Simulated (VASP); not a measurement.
Set up this calculation in VASP 6.6.1, as the native input.

```
Task                   : single point
Functional             : r2SCAN
Potentials or basis    : VASP PAW PBE potentials, release 64 (In_d, P)
Cutoff                 : 520 eV
k mesh                 : 8 × 8 × 8
Occupations            : gaussian, width 0.02 eV
Spin                   : no spin polarisation
Dipole correction      : no
Further INCAR settings : ALGO = Normal; EDIFF = 1e-07; NBANDS = 16
```

Crystal: InP.

```xyz
2
Lattice="0.0000 2.8622 2.8622 2.8622 0.0000 2.8622 2.8622 2.8622 0.0000" Properties=species:S:1:pos:R:3 pbc="T T T"
In    0.0000    0.0000    0.0000
P     1.4311    1.4311    1.4311
```

The input as run:

POSCAR

```
InP
1.0
    0.0000000000      2.8621621832      2.8621621832
    2.8621621832      0.0000000000      2.8621621832
    2.8621621832      2.8621621832      0.0000000000
In P
1 1
Direct
    0.0000000000      0.0000000000      0.0000000000
    0.2500000000      0.2500000000      0.2500000000
```

INCAR.step1

```
SYSTEM = InP
PREC     = Accurate       ! precision mode
ENCUT    = 520            ! plane-wave cutoff, eV
ISMEAR   = 0              ! smearing method
SIGMA    = 0.02           ! smearing width, eV
LREAL    = .False.        ! projectors in reciprocal space
LASPH    = .True.         ! aspherical terms in the spheres
NELM     = 60             ! most SCF steps
NBANDS   = 16             ! bands
GGA      = PE             ! functional
ALGO     = Normal         ! electronic algorithm
EDIFF    = 1E-4           ! SCF threshold, eV
LWAVE    = .True.         ! write WAVECAR
LCHARG   = .False.        ! write CHGCAR
```

INCAR.step2

```
SYSTEM = InP
PREC     = Accurate       ! precision mode
ENCUT    = 520            ! plane-wave cutoff, eV
EDIFF    = 1E-7           ! SCF threshold, eV
ISMEAR   = 0              ! smearing method
SIGMA    = 0.02           ! smearing width, eV
LREAL    = .False.        ! projectors in reciprocal space
LASPH    = .True.         ! aspherical terms in the spheres
NELM     = 60             ! most SCF steps
ALGO     = Normal         ! electronic algorithm
ISIF     = 2              ! what is computed and relaxed
LWAVE    = .False.        ! write WAVECAR
LCHARG   = .False.        ! write CHGCAR
METAGGA  = R2SCAN         ! meta-GGA
LMIXTAU  = .True.       
NBANDS   = 16             ! bands
ISTART   = 1
```

KPOINTS

```
Automatic mesh
0
Gamma
  8 8 8
  0 0 0
```

Potentials or basis: VASP PAW PBE potentials, release 64 (In_d, P).

The run is started by

```sh
$ cat potpaw_PBE.64/In_d/POTCAR potpaw_PBE.64/P/POTCAR > POTCAR
$ cp INCAR.step1 INCAR
$ mpirun -np 1 vasp_std > vasp.out
$ cp INCAR.step2 INCAR
$ mpirun -np 1 vasp_std > vasp.out
```

Results of the run:

| Item | Value |
| --- | --- |
| Pressure | 7.8 GPa |
| Band gap on the k mesh | 1.58 eV |

Caveat: the cell stands under pressure; the PAW data sets were made with another functional, which shifts forces and pressure a little; spin-orbit coupling is left out, which moves the levels of the heavy elements.

It took 2.7 min on 1 thread of AMD EPYC 7R13 (shared host), peak memory 0.15 GiB.
